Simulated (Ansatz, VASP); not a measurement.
## Si2W, level by level in two programs

```
W Si
1.0
    -1.61754    1.61754    3.94088
     1.61754   -1.61754    3.94088
     1.61754    1.61754   -3.94088
W Si
1 2
Direct
  0.00000 0.00000 0.00000
  0.66530 0.66530 0.00000
  0.33470 0.33470 0.00000
```

Single points on this cell with VASP 6.6.1 and Ansatz 0.2.0. Each row is one pair of runs. Alike in all rows: spin: off; k mesh: 12 × 12 × 12; smearing: fermi-dirac, width 0.05 eV.

| level | VASP's potentials, cutoff | Ansatz's potentials, cutoff | gap on the k mesh at the Fermi level (eV), VASP | gap on the k mesh at the Fermi level (eV), Ansatz | pressure (GPa), VASP | pressure (GPa), Ansatz | rms of the force components (eV/Å), VASP | rms of the force components (eV/Å), Ansatz |
| --- | --- | --- | --- | --- | --- | --- | --- | --- |
| LDA | VASP PAW LDA potentials, release 64 (W_sv, Si), 520 eV | Ansatz PAW, 420 eV | none | none | -9.2 | -9.9 | 0.042 | 0.048 |
| PBE | VASP PAW PBE potentials, release 64 (W_sv, Si), 520 eV | Ansatz PAW, 420 eV | none | none | -1.1 | -1.2 | 0.012 | 0.011 |
| r2SCAN | VASP PAW PBE potentials, release 64 (W_sv, Si), 520 eV | Ansatz PAW, 500 eV | none | none | -5.4 | -5.6 | 0.033 | 0.037 |

Pressure (GPa): the two programs differ by at most 0.64; rms of the force components (eV/Å): the two programs differ by at most 0.0055.

A gap of «none» marks a metal or a gap that the smearing closes.

Spin-orbit coupling is off throughout.
